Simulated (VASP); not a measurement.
Here is a VASP 6.6.1 calculation.

File INCAR:

```
SYSTEM = VMo
PREC     = Accurate       ! precision mode
ENCUT    = 520            ! plane-wave cutoff, eV
EDIFF    = 1E-7           ! SCF threshold, eV
ISMEAR   = -1             ! smearing method
SIGMA    = 0.05           ! smearing width, eV
LREAL    = .FALSE.        ! projectors in reciprocal space
LASPH    = .TRUE.         ! aspherical terms in the spheres
NELM     = 150            ! most SCF steps
ALGO     = Normal         ! electronic algorithm
ISIF     = 2              ! what is computed and relaxed
LWAVE    = .FALSE.        ! write WAVECAR
LCHARG   = .FALSE.        ! write CHGCAR
ISPIN    = 2              ! spin polarisation
MAGMOM   = 0 0            ! initial moments
LORBIT   = 11             ! projections on sites
NUPDOWN  = 0.0            ! fixed moment
LMAXMIX  = 4              ! l up to which the mixer works
NBANDS   = 24             ! bands
```

File KPOINTS:

```
Automatic mesh
0
G
  11 11 7
  0 0 0
```

POSCAR

```
VMo
1.0
    1.5372777900     -2.2240280561      0.0000000000
    1.5372777900      2.2240280561      0.0000000000
    0.0000000000      0.0000000000      4.2290126323
V Mo
1 1
Direct
    0.5000000000      0.5000000000      0.5000000000
    0.0000000000      0.0000000000      0.0000000000
```

Potentials or basis: VASP PAW LDA potentials, release 64 (V_sv, Mo_sv).

Run with:

```bash
$ cat potpaw_LDA.64/V_sv/POTCAR potpaw_LDA.64/Mo_sv/POTCAR > POTCAR
$ mpirun -np 1 vasp_std > vasp.out
```

**Question.** What does it give for the pressure?

**Answer.** -10.5 GPa.

Stress tensor (GPa, compression positive):
```
-10.48   0.00   0.00
  0.00 -11.04   0.00
  0.00   0.00 -10.12
```

Caveat: the cell stands under tension; the total moment is fixed, so each spin has its own Fermi level.
